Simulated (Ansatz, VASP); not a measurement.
# WSe2: VASP beside Ansatz

```xyz
6
Lattice="3.0331 0.0000 0.0000 -1.5166 2.8397 0.0000 0.0000 0.0000 12.7886" Properties=species:S:1:pos:R:3 pbc="T T T"
W     0.0000    1.8931    3.1972
W     1.5166    0.9466    9.5915
Se    0.0000    1.8931    7.9071
Se    1.5166    0.9466    1.5128
Se    0.0000    1.8931   11.2758
Se    1.5166    0.9466    4.8815
```

Change from the starting cell: strain -0.0750 x Voigt [1, 0, 0, 0, 0, 0], atoms carried along.

Alike in both runs: task single point; functional PBE; dispersion D3(BJ); k mesh 12 × 12 × 2; occupations gaussian, width 0.05 eV; no spin polarisation.

|  | VASP | Ansatz |
| --- | --- | --- |
| version | VASP 6.6.1 | Ansatz 0.2.0 |
| potentials or method | VASP PAW PBE potentials, release 64 (W_sv, Se), cutoff 520 eV | scalar-relativistic, plane waves, PAW |
| valence electrons in the cell | 52 | 92 |

Ansatz gave:

```
gap on the k mesh at the Fermi level (eV)                     : 0.89
least direct gap on the mesh (eV)                             : 1.70
pressure (GPa)                                                : 13.2
traceless stress, the component that is largest in VASP (GPa) : 11.88
rms of the force components (eV/Å)                            : 0.519
```

Q: Which values does VASP return?

A: gap on the k mesh at the Fermi level (eV): 0.90; least direct gap on the mesh (eV): 1.70; pressure (GPa): 13.6; traceless stress, the component that is largest in VASP (GPa): 11.85; rms of the force components (eV/Å): 0.546.

Atom by atom the forces differ by 0.030 eV/Å (rms over components). VASP's potentials hold 52 valence electrons a cell and Ansatz's 92, so a difference there can come from the potentials and not from the codes.

Neither program's run includes spin-orbit coupling.
